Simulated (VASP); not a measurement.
Input of a VASP 6.6.1 run:

File INCAR:

```
AGGAC = 1.0 ; AGGAX = 1.0
ALDAC = 0.0 ; ALDAX = 1.0
ALGO = Normal ; EDIFF = 1E-6
ENCUT = 520 ; GGA = B5
ISIF = 2 ; ISMEAR = 0
LASPH = T ; LCHARG = F
LREAL = F ; LWAVE = F
NBANDS = 11 ; NELM = 100
PREC = Accurate ; SIGMA = 0.01
```

The input KPOINTS:

```
k-points
0
Gamma
  10 10 10
```

Contents of POSCAR:

```
BN
1.0
    1.2511220000      0.7223350000      3.3729340000
   -1.2511220000      0.7223350000      3.3729340000
    0.0000000000     -1.4446710000      3.3729340000
B N
1 1
Direct
    0.9996710000      0.9996710000      0.9996710000
    0.3327620000      0.3327620000      0.3327620000
```

Potentials or basis: VASP PAW PBE potentials, release 64 (B, N).

Command:

```bash
$ cat potpaw_PBE.64/B/POTCAR potpaw_PBE.64/N/POTCAR > POTCAR
$ mpirun -np 1 vasp_std > vasp.out
```

Q: What does it give for the pressure?

A: 5.5 GPa.

Q: Predict the band gap on the k mesh.

A: 4.32 eV, indirect (least direct gap 4.94 eV).

Stress tensor (GPa, compression positive):
```
6.26 0.00 0.00
0.00 6.26 0.00
0.00 0.00 3.93
```

Caveat: the PAW data sets were made with another functional, which shifts forces and pressure a little. Expect the measured gap to be larger: semilocal functionals such as BLYP lack the derivative discontinuity.
